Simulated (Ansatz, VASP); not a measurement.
**TiAl in VASP and in Ansatz**

The input INCAR:

```
ALGO     = Fast           # electronic algorithm
EDIFF    = 1E-7           # SCF threshold, eV
ENCUT    = 520            # plane-wave cutoff, eV
GGA      = PS             # functional
ISIF     = 2              # what is computed and relaxed
ISMEAR   = 0              # smearing method
LASPH    = T              # aspherical terms in the spheres
LCHARG   = F              # write CHGCAR
LREAL    = F              # projectors in reciprocal space
LWAVE    = F              # write WAVECAR
NBANDS   = 14             # bands
NELM     = 60             # most SCF steps
PREC     = Accurate       # precision mode
SIGMA    = 0.15           # smearing width, eV
```

File KPOINTS:

```
k-points
0
Gamma
  21 21 12
```

Contents of POSCAR:

```
TiAl
1.0
    3.0268746698      0.0000000000      0.0000000000
   -1.5134373349      2.6213503582      0.0000000000
    0.0000000000      0.0000000000      4.1977239328
Ti Al
1 1
Direct
    0.0000000000      0.0000000000      0.0000000000
    0.3333333333      0.6666666667      0.5000000000
```

Input for Ansatz:

```yaml
crystal:
  lattice:
    - [3.0268746698, 0.0, 0.0]
    - [-1.5134373349, 2.6213503582, 0.0]
    - [0.0, 0.0, 4.1977239328]
  atoms:
    - { symbol: Ti, position: [0.0, 0.0, 0.0] }
    - { symbol: Al, position: [0.3333333333, 0.6666666667, 0.5] }
basis:
  ecutwfc: 420
kpoints:
  mp_grid: { grid: [21, 21, 12] }
hamiltonian:
  xc: pbesol
scf:
  occupations: { method: gaussian, width: 0.15 }
output:
  forces: true
  stress: true
  eigenvalues: true
```

Alike in both runs: task single point; functional PBEsol; k mesh 21 × 21 × 12; occupations gaussian, width 0.15 eV; no spin polarisation.

```csv
,VASP,Ansatz
version,VASP 6.6.1,Ansatz 0.2.0
potentials or method,"VASP PAW PBE potentials, release 64 (Ti_sv, Al), cutoff 520 eV","scalar-relativistic, plane waves, PAW"
valence electrons in the cell,15,15
```

```tsv
	VASP	Ansatz	Ansatz less VASP
gap on the k mesh at the Fermi level (eV)	none	none	-
pressure (GPa)	0.4	0.4	-0.02
traceless stress, the component that is largest in VASP (GPa)	11.71	11.67	-0.038
```

VASP's potentials were made for PBE, not for PBEsol. A gap of «none» marks a metal or a gap that the smearing closes. With one functional, cell and mesh, what is left measures potentials, basis and numerics.
